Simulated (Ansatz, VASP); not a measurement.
# GdN in VASP and in Ansatz

POSCAR

```
GdN
1.0
    0.0000000000      2.5192749269      2.5192749269
    2.5192749269      0.0000000000      2.5192749269
    2.5192749269      2.5192749269      0.0000000000
Gd N
1 1
Direct
    0.5000000000      0.5000000000      0.5000000000
    0.0000000000      0.0000000000      0.0000000000
```

INCAR.step1

```
SYSTEM = GdN
ALGO = Normal
EDIFF = 1E-4
ENCUT = 520
GGA = PE
ISMEAR = 0
ISPIN = 2
LASPH = .TRUE.
LCHARG = .FALSE.
LMAXMIX = 6
LREAL = .FALSE.
LWAVE = .TRUE.
MAGMOM = 7.63 0
NBANDS = 22
NELM = 150
PREC = Accurate
SIGMA = 0.05
```

INCAR.step2

```
SYSTEM = GdN
ALGO = Normal
EDIFF = 1E-7
ENCUT = 520
ISIF = 2
ISMEAR = 0
ISPIN = 2
ISTART = 1
LASPH = .TRUE.
LCHARG = .TRUE.
LELF = .TRUE.
LMAXMIX = 6
LMIXTAU = .TRUE.
LORBIT = 11
LREAL = .FALSE.
LVHAR = .TRUE.
LWAVE = .FALSE.
MAGMOM = 7.63 0
METAGGA = R2SCAN
NBANDS = 22
NELM = 150
PREC = Accurate
SIGMA = 0.05
```

Contents of KPOINTS:

```
k-points
0
G
  12 12 12
  0 0 0
```

Input for Ansatz:

```yaml
crystal:
  lattice:
    - [0.0, 2.5192749275, 2.5192749275]
    - [2.5192749275, 0.0, 2.5192749275]
    - [2.5192749275, 2.5192749275, 0.0]
  atoms:
    - { symbol: Gd, position: [0.5, 0.5, 0.5], spin: 7.63 }
    - { symbol: "N", position: [0.0, 0.0, 0.0] }
basis:
  ecutwfc: 500
  ecutrho_ratio: 4
kpoints:
  mp_grid: { grid: [12, 12, 12] }
hamiltonian:
  xc: r2scan
scf:
  occupations: { method: gaussian, width: 0.05 }
output:
  forces: true
  stress: true
  eigenvalues: true
  populations: true
  write_density: true
  write_potential: true
  elf: true
  volumetric_format: npy
magnetization:
  spin_polarized: true
```

Alike in both runs: task single point; functional r2SCAN; k mesh 12 × 12 × 12; occupations gaussian, width 0.05 eV; collinear spin.

```csv
,VASP,Ansatz
version,VASP 6.6.1,Ansatz 0.2.0
potentials or method,"VASP PAW PBE potentials, release 64 (Gd, N), cutoff 520 eV","scalar-relativistic, plane waves, PAW"
valence electrons in the cell,23,23
```

|  | VASP | Ansatz | Ansatz less VASP |
| --- | --- | --- | --- |
| gap on the k mesh at the Fermi level (eV) | none | none | - |
| pressure (GPa) | -5.7 | -5.7 | +0.04 |
| net moment per atom (μB) | 3.50 | 3.50 | 0.000 |
| size of the moment on the site where the two differ most (μB) | 6.79 | 6.94 | +0.148 |

VASP's potentials were made for PBE, not for r2SCAN. Site moments also hang on the region over which each program counts them. A gap of «none» marks a metal or a gap that the smearing closes. Ansatz's warnings: stability check not made.

Spin-orbit coupling is off throughout.
